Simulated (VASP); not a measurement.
Set up this calculation in VASP 6.6.1, as the native input.

```yaml
Task: single point
Functional: PBEsol
Potentials_or_basis: VASP PAW PBE potentials, release 64 (Sr_sv, Tl_d)
Cutoff: 520 eV
k_mesh: 12 × 12 × 12
Occupations: gaussian, width 0.15 eV
Spin: no spin polarisation
Dipole_correction: no
Further_INCAR_settings: ALGO = Fast; EDIFF = 1e-06; NBANDS = 18
```

The structure of SrTl lies in POSCAR:

```
SrTl
1.0
    3.9312000000      0.0000000000      0.0000000000
    0.0000000000      3.9312000000      0.0000000000
    0.0000000000      0.0000000000      4.2336000000
Sr Tl
1 1
Direct
    0.0000000000      0.0000000000      0.0000000000
    0.5000000000      0.5000000000      0.5000000000
```

This cell differs from its parent crystal: strain -0.025 along x and y, +0.050 along z.

The input as run:

INCAR

```
SYSTEM = SrTl
ALGO = Fast
EDIFF = 1E-6
ENCUT = 520
GGA = PS
ISIF = 2
ISMEAR = 0
LASPH = .True.
LCHARG = .False.
LREAL = .False.
LWAVE = .False.
NBANDS = 18
NELM = 100
PREC = Accurate
SIGMA = 0.15
```

KPOINTS

```
k-points
0
Gamma
  12 12 12
  0 0 0
```

Potentials or basis: VASP PAW PBE potentials, release 64 (Sr_sv, Tl_d).

Launch:

```bash
$ cat potpaw_PBE.64/Sr_sv/POTCAR potpaw_PBE.64/Tl_d/POTCAR > POTCAR
$ mpirun -np 1 vasp_std > vasp.out
```

It gave:

```json
{
 "Pressure": "-0.2 GPa"
}
```

Caveat: the cell differs from its parent crystal (strain -0.025 along x and y, +0.050 along z); the PAW data sets were made with another functional, which shifts forces and pressure a little.

Wall time 79 s on 1 thread of Intel(R) Xeon(R) 6975P-C (Granite Rapids), on a shared host, peak memory 0.36 GiB.
